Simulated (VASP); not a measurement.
# KCl (Pm-3m) in VASP: notebook

The runs below take KCl through single point, with PBE.

Everything below comes from runs of VASP 6.6.1. Logs are shortened: lines on timing, memory, paths and dates and some standing lists are left out, and cuts for length are marked.

## (1) The cell of the first run

The structure is cubic, space group Pm-3m (No. 221). Conventional cell: a = 3.664 Å, b = 3.664 Å, c = 3.664 Å, α = 90.00°, β = 90.00°, γ = 90.00°. K (site symmetry m-3m) has 8 Cl at 3.17 Å and 6 K at 3.66 Å within 4.2 Å. Within 4.2 Å of Cl (site symmetry m-3m) lie 8 K at 3.17 Å and 6 Cl at 3.66 Å.

## (2) Single point, PBE (volume scaled by 1.025)

INCAR

```
SYSTEM = KCl
ALGO = Normal ; EDIFF = 1E-6
ENCUT = 520 ; GGA = PE
ISIF = 2 ; ISMEAR = -1
LASPH = .True. ; LCHARG = .False.
LREAL = .False. ; LWAVE = .False.
NBANDS = 15 ; NELM = 80
PREC = Accurate ; SIGMA = 0.01
```

KPOINTS

```
k-points
0
Gamma
  7 7 7
  0 0 0
```

POSCAR

```
KCl
1.0
    3.6640344199      0.0000000000      0.0000000000
    0.0000000000      3.6640344199      0.0000000000
    0.0000000000      0.0000000000      3.6640344199
K Cl
1 1
Direct
    0.0000000000      0.0000000000      0.0000000000
    0.5000000000      0.5000000000      0.5000000000
```

Potentials or basis: VASP PAW PBE potentials, release 64 (K_sv, Cl).

Started as:

```
$ cat potpaw_PBE.64/K_sv/POTCAR potpaw_PBE.64/Cl/POTCAR > POTCAR
$ mpirun -np 1 vasp_std > vasp.out
```

OUTCAR:

```text
SYSTEM = KCl
   EDIFF = 1E-6
   ENCUT = 520
   GGA = PE
   ISIF = 2
   ISMEAR = -1
   LASPH = .True.
   LREAL = .False.
   NELM = 80
   PREC = Accurate

 ion  position               nearest neighbor table
   1  0.000  0.000  0.000-   2 3.17   2 3.17   2 3.17   2 3.17   2 3.17   2 3.17   2 3.17   2 3.17

   2  0.500  0.500  0.500-   1 3.17   1 3.17   1 3.17   1 3.17   1 3.17   1 3.17   1 3.17   1 3.17

  LATTYP: Found a simple cubic cell.
 ALAT       =     3.6640344199

  Lattice vectors:

 A1 = (   3.6640344199,   0.0000000000,   0.0000000000)
 A2 = (   0.0000000000,   3.6640344199,   0.0000000000)
 A3 = (   0.0000000000,   0.0000000000,   3.6640344199)

Analysis of symmetry for initial positions (statically):
=====================================================================
 Subroutine PRICEL returns:
 Original cell was already a primitive cell.

 Routine SETGRP: Setting up the symmetry group for a
 simple cubic supercell.

 Subroutine GETGRP returns: Found 48 space group operations
 (whereof 48 operations were pure point group operations)
 out of a pool of 48 trial point group operations.

The static configuration has the point symmetry O_h .

Analysis of symmetry for dynamics (positions and initial velocities):
=====================================================================
 Subroutine PRICEL returns:
 Original cell was already a primitive cell.

 Routine SETGRP: Setting up the symmetry group for a
 simple cubic supercell.

 Subroutine GETGRP returns: Found 48 space group operations
 (whereof 48 operations were pure point group operations)
 out of a pool of 48 trial point group operations.

The dynamic configuration has the point symmetry O_h .

 Subroutine INISYM returns: Found 48 space group operations
 (whereof 48 operations are pure point group operations),
 and found     1 'primitive' translations

----------------------------------------------------------------------------------------

                                     Primitive cell

  volume of cell :      49.1902

  direct lattice vectors                    reciprocal lattice vectors
     3.664034420  0.000000000  0.000000000     0.272923200  0.000000000  0.000000000
     0.000000000  3.664034420  0.000000000     0.000000000  0.272923200  0.000000000
     0.000000000  0.000000000  3.664034420     0.000000000  0.000000000  0.272923200

  length of vectors
     3.664034420  3.664034420  3.664034420     0.272923200  0.272923200  0.272923200

  position of ions in fractional coordinates (direct lattice)
     0.000000000  0.000000000  0.000000000
     0.500000000  0.500000000  0.500000000

  ion indices of the primitive-cell ions
   primitive index   ion index
                 1           1
                 2           2

----------------------------------------------------------------------------------------

 KPOINTS: k-points

Automatic generation of k-mesh.
 Grid dimensions read from file:
 generate k-points for:    7    7    7

 Generating k-lattice:

  Cartesian coordinates                     Fractional coordinates (reciprocal lattice)
     0.038989029  0.000000000  0.000000000     0.142857143  0.000000000  0.000000000
     0.000000000  0.038989029  0.000000000     0.000000000  0.142857143  0.000000000
     0.000000000  0.000000000  0.038989029     0.000000000  0.000000000  0.142857143

  Length of vectors
     0.038989029  0.038989029  0.038989029

  Shift w.r.t. Gamma in fractional coordinates (k-lattice)
     0.000000000  0.000000000  0.000000000

 Subroutine IBZKPT returns following result:
 ===========================================

 Found     20 irreducible k-points:

 Following reciprocal coordinates:
            Coordinates               Weight
  0.000000  0.000000  0.000000      1.000000
  0.142857  0.000000  0.000000      6.000000
  0.285714  0.000000  0.000000      6.000000
  0.428571  0.000000  0.000000      6.000000
  0.142857  0.142857  0.000000     12.000000
  0.285714  0.142857  0.000000     24.000000
[... 12 lines left out ...]
  0.428571  0.428571  0.285714     24.000000
  0.428571  0.428571  0.428571      8.000000
   k-points           NKPTS =     20   k-points in BZ     NKDIM =     20   number of bands    NBANDS=     15
   number of dos      NEDOS =    301   number of ions     NIONS =      2
   total plane-waves  NPLWV =  21952
   dimension x,y,z NGX =    28 NGY =   28 NGZ =   28
   dimension x,y,z NGXF=    56 NGYF=   56 NGZF=   56
   ions per type =               1   1
   NGX,Y,Z   is equivalent  to a cutoff of  12.70, 12.70, 12.70 a.u.
   NGXF,Y,Z  is equivalent  to a cutoff of  25.41, 25.41, 25.41 a.u.
 SYSTEM =  KCl
   PREC   = accura    normal or accurate (medium, high low for compatibility)
   ISTART =      0    job   : 0-new  1-cont  2-samecut
   ICHARG =      2    charge: 1-file 2-atom 10-const
   ISPIN  =      1    spin polarized calculation?
   LNONCOLLINEAR =      F non collinear calculations
   LSORBIT =      F    spin-orbit coupling
   LASPH  =      T    aspherical Exc in radial PAW
   ENCUT  =  520.0 eV  38.22 Ry    6.18 a.u.   6.81  6.81  6.81*2*pi/ulx,y,z
   NELM   =     80;   NELMIN=  2; NELMDL= -5     # of ELM steps
   EDIFF  = 0.1E-05   stopping-criterion for ELM
   LREAL  =      F    real-space projection
[... 7 lines left out ...]
   TEBEG  =    0.0;   TEEND  =   0.0 temperature during run
   PSTRESS=    0.0 pullay stress
   NELECT =      16.0000    total number of electrons
   NUPDOWN=      -1.0000    fix difference up-down
   EMIN   =  10.00;   EMAX   =-10.00  energy-range for DOS
   EFERMI =   0.00;   METHOD = LEGACY
   ISMEAR =    -1;   SIGMA  =   0.01  broadening in eV -4-tet -1-fermi 0-gaus
   EFERMI_NEDOS =   21; number of points for ismear=-14 and -15
   IALGO  =     38    algorithm
   IMIX   =      4    mixing-type and parameters
     AMIX     =   0.40;   BMIX     =  1.00
     AMIX_MAG =   1.60;   BMIX_MAG =  1.00
  volume/ion in A,a.u.               =      24.60       165.98
  Fermi-wavevector in a.u.,A,eV,Ry     =   1.125871  2.127588 17.246546  1.267585
  Thomas-Fermi vector in A             =   2.262550
   LORBIT       =      0    0 simple, 1 ext, 2 COOP (PROOUT), +10 PAW based schemes
   GGA     = PE    functional components
   LHFCALC =     F    Hartree Fock is set to
   AEXX    =    0.0000 exact exchange contribution
   IVDW    =     0    specifies the selected vdW correction
   LEPSILON=     F    determine dielectric tensor
   LRPA    =     F    only Hartree local field effects (RPA)
 non-spin polarized calculation
  energy-cutoff  :      520.00
  volume of cell :       49.19
 maximum number of plane-waves:      1357
 NGX is ok and might be reduce to    28
   NGX = 13   NGY = 13   NGZ = 13

 number of electron      15.9999994 magnetization

 Free energy of the ion-electron system (eV)
  ---------------------------------------------------
  ext. energy  EPLUGINS =         0.00000000
  ---------------------------------------------------
  free energy    TOTEN  =        -6.58097530 eV

  energy without entropy =       -6.58097530  energy(sigma->0) =       -6.58097530

 E-fermi :   0.1818     XC(G=0):  -8.6955

 val. band max:       -0.1097945094   @ k =   0.4286   0.4286   0.0000
 cond. band min:       5.3680749064   @ k =   0.0000   0.0000   0.0000
 fundamental gap:      5.4778694158
 Fermi energy:         0.1818269310

 k-point     1 :       0.0000    0.0000    0.0000
  band No.  band energies     occupation
      1     -27.9275      2.00000
      2     -12.9385      2.00000
      3     -11.2810      2.00000
      4     -11.2810      2.00000
      5     -11.2810      2.00000
      6      -0.3090      2.00000
      7      -0.3090      2.00000
      8      -0.3090      2.00000
      9       5.3681      0.00000
     10       6.3288      0.00000
     11       6.3288      0.00000
     12      10.9242      0.00000
     13      10.9242      0.00000
     14      10.9242      0.00000
     15      14.0816      0.00000

 k-point     2 :       0.1429    0.0000    0.0000
  band No.  band energies     occupation
      1     -27.9210      2.00000
      2     -12.9792      2.00000
      3     -11.2715      2.00000
      4     -11.2715      2.00000
      5     -11.2514      2.00000
      6      -0.7676      2.00000
      7      -0.3183      2.00000
      8      -0.3183      2.00000
      9       5.8807      0.00000
     10       6.5152      0.00000
     11       6.8523      0.00000
     12      10.8532      0.00000
     13      10.8532      0.00000
     14      11.0379      0.00000
     15      13.2341      0.00000

 k-point     3 :       0.2857    0.0000    0.0000
  band No.  band energies     occupation
      1     -27.9063      2.00000
      2     -13.0744      2.00000
      3     -11.2498      2.00000
      4     -11.2498      2.00000
      5     -11.1737      2.00000
      6      -1.6016      2.00000
      7      -0.3404      2.00000
      8      -0.3404      2.00000
      9       6.9789      0.00000
     10       7.0463      0.00000
     11       8.0505      0.00000
     12      10.7898      0.00000
     13      10.7898      0.00000
     14      11.3285      0.00000
     15      11.6507      0.00000
[... 271 lines left out ...]
 k-point    19 :       0.4286    0.4286    0.2857
  band No.  band energies     occupation
      1     -27.8463      2.00000
      2     -12.4998      2.00000
      3     -11.5523      2.00000
      4     -11.5189      2.00000
      5     -11.4083      2.00000
      6      -1.6038      2.00000
      7      -1.5978      2.00000
      8      -1.1703      2.00000
      9       7.7711      0.00000
     10       8.7900      0.00000
     11       8.9536      0.00000
     12       9.5635      0.00000
     13      10.8954      0.00000
     14      10.9535      0.00000
     15      13.0743      0.00000

 k-point    20 :       0.4286    0.4286    0.4286
  band No.  band energies     occupation
      1     -27.8362      2.00000
      2     -12.4045      2.00000
      3     -11.5215      2.00000
      4     -11.5209      2.00000
      5     -11.5209      2.00000
      6      -1.6824      2.00000
      7      -1.6824      2.00000
      8      -1.6218      2.00000
      9       8.6856      0.00000
     10       9.0377      0.00000
     11       9.0377      0.00000
     12      10.4329      0.00000
     13      10.4800      0.00000
     14      10.4800      0.00000
     15      12.9844      0.00000

------------------------ aborting loop because EDIFF is reached ----------------------------------------

  FORCE on cell =-STRESS in cart. coord.  units (eV):
  Direction    XX          YY          ZZ          XY          YZ          ZX
  --------------------------------------------------------------------------------------
  -------------------------------------------------------------------------------------
  Total        1.1109664      1.1109664      1.1109664     -0.0000000     -0.0000000      0.0000000
  in kB       36.1853567     36.1853567     36.1853567     -0.0000000     -0.0000000      0.0000000
  external PRESSURE =      36.1853567 kB  Pullay stress =       0.0000000 kB

 VOLUME and BASIS-vectors are now :
 -----------------------------------------------------------------------------
  energy-cutoff  :      520.00
  volume of cell :       49.19
      direct lattice vectors                 reciprocal lattice vectors
     3.664034420  0.000000000  0.000000000     0.272923200  0.000000000  0.000000000
     0.000000000  3.664034420  0.000000000     0.000000000  0.272923200  0.000000000
     0.000000000  0.000000000  3.664034420     0.000000000  0.000000000  0.272923200

 POSITION                                       TOTAL-FORCE (eV/Angst)
 -----------------------------------------------------------------------------------
      0.00000      0.00000      0.00000         0.000000      0.000000      0.000000
      1.83202      1.83202      1.83202         0.000000      0.000000      0.000000
 -----------------------------------------------------------------------------------
    total drift:                               -0.000000      0.000000      0.000000

  FREE ENERGIE OF THE ION-ELECTRON SYSTEM (eV)
  ---------------------------------------------------
  free  energy   TOTEN  =        -6.5809752969 eV

  energy  without entropy=       -6.5809752969  energy(sigma->0) =       -6.58097530
```

Run time: 7.2 s. Hardware: 1 thread of Intel Xeon Platinum 8488C (Sapphire Rapids), shared host; peak memory 0.15 GiB.

Results:

| Item | Value |
| --- | --- |
| Free energy | -6.5810 eV |
| Pressure | 3.6 GPa |
| Band gap on the k mesh | 5.48 eV, indirect (least direct gap 5.68 eV) |

## (3) Single point, PBE (volume scaled by 1.05)

INCAR

```
  PREC = Accurate
  ENCUT = 520
  EDIFF = 1E-6
  ISMEAR = -1
  SIGMA = 0.01
  LREAL = False
  LASPH = True
  NELM = 60
  ALGO = Normal
  ISIF = 2
  LWAVE = False
  LCHARG = False
  GGA = PE
  NBANDS = 15
```

KPOINTS

```
Automatic mesh
0
Gamma
  7 7 7
```

POSCAR

```
KCl
1.0
    3.6935843607      0.0000000000      0.0000000000
    0.0000000000      3.6935843607      0.0000000000
    0.0000000000      0.0000000000      3.6935843607
K Cl
1 1
Direct
    0.0000000000      0.0000000000      0.0000000000
    0.5000000000      0.5000000000      0.5000000000
```

Potentials or basis: VASP PAW PBE potentials, release 64 (K_sv, Cl).

Started as:

```
$ cat potpaw_PBE.64/K_sv/POTCAR potpaw_PBE.64/Cl/POTCAR > POTCAR
$ mpirun -np 1 vasp_std > vasp.out
```

Wall time 8 s (1 thread of Intel Xeon Platinum 8488C (Sapphire Rapids), shared host); peak memory 0.15 GiB.

Results (log left out):

| Item | Value |
| --- | --- |
| Free energy | -6.6054 eV |
| Pressure | 2.8 GPa |
| Band gap on the k mesh | 5.35 eV, indirect (least direct gap 5.55 eV) |

Levels at points of the mesh, in eV from the valence-band top:
```
           k point  band 5  band 6  band 7  band 8  band 9  band 10  band 11  band 12
(0.00, 0.00, 0.00)  -11.21   -0.20   -0.20   -0.20    5.35     6.47     6.47    10.97
```

 A k mesh can miss the band edges.
